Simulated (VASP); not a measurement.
Set up this calculation in VASP 6.6.1, as the native input.

```yaml
Task: single point
Functional: PBE
Potentials_or_basis: VASP PAW PBE potentials, release 64 (Cs_sv)
Cutoff: 520 eV
k_mesh: 12 × 12 × 12
Occupations: gaussian, width 0.15 eV
Spin: no spin polarisation
Dipole_correction: no
Further_INCAR_settings: ALGO = Fast; EDIFF = 1e-06; NBANDS = 10
```

The structure of Cs lies in POSCAR:

```
Cs
1.0
   -2.7807000000      2.7807000000      3.2643000000
    2.7807000000     -2.7807000000      3.2643000000
    2.7807000000      2.7807000000     -3.2643000000
Cs
1
Direct
    0.0000000000      0.0000000000      0.0000000000
```

This cell differs from its parent crystal: strain -0.080 along x and y, +0.080 along z.

These files were run (other wordings do the same):

INCAR

```
SYSTEM = Cs
  PREC = Accurate
  ENCUT = 520
  EDIFF = 1E-6
  ISMEAR = 0
  SIGMA = 0.15
  LREAL = .FALSE.
  LASPH = .TRUE.
  NELM = 80
  ALGO = Fast
  ISIF = 2
  LWAVE = .FALSE.
  LCHARG = .FALSE.
  GGA = PE
  NBANDS = 10
```

KPOINTS

```
regular mesh
0
G
  12 12 12
  0 0 0
```

Potentials or basis: VASP PAW PBE potentials, release 64 (Cs_sv).

Launch:

```sh
$ cat potpaw_PBE.64/Cs_sv/POTCAR > POTCAR
$ mpirun -np 1 vasp_std > vasp.out
```

Results of the run:

The pressure is 0.4 GPa.

Caveat: the cell differs from its parent crystal (strain -0.080 along x and y, +0.080 along z).

It took 3 min on 1 thread of Intel Xeon 8259CL, on a shared host, peak memory 0.34 GiB.
